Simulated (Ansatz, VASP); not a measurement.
# SiMo3: VASP beside Ansatz

```xyz
8
Lattice="4.8897 0.0000 0.0000 0.0000 4.8897 0.0000 0.0000 0.0000 4.8897" Properties=species:S:1:pos:R:3 pbc="T T T"
Si    2.4448    2.4448    2.4448
Si    0.0000    0.0000    0.0000
Mo    0.0000    2.4448    1.2224
Mo    0.0000    2.4448    3.6673
Mo    2.4448    3.6673    0.0000
Mo    2.4448    1.2224    0.0000
Mo    3.6673    0.0000    2.4448
Mo    1.2224    0.0000    2.4448
```

Alike in both runs: task relaxation of cell and atoms; functional PBEsol; k mesh 8 × 8 × 8; occupations gaussian, width 0.1 eV; no spin polarisation.

|  | VASP | Ansatz |
| --- | --- | --- |
| version | VASP 6.6.1 | Ansatz 0.2.0 |
| potentials or method | VASP PAW PBE potentials, release 64 (Si, Mo_sv), cutoff 600 eV | scalar-relativistic, plane waves, PAW |
| valence electrons in the cell | 92 | 92 |

|  | VASP | Ansatz | Ansatz less VASP |
| --- | --- | --- | --- |
| gap on the k mesh at the Fermi level, each at its own relaxed structure (eV) | none | none | - |
| relaxed volume (Å³/atom) | 14.39 | 14.36 | -0.028 |
| relaxed cell length with the largest relative difference (Å) | 4.865 | 4.862 | -0.0031 |

VASP's potentials were made for PBE, not for PBEsol. A gap of «none» marks a metal or a gap that the smearing closes.
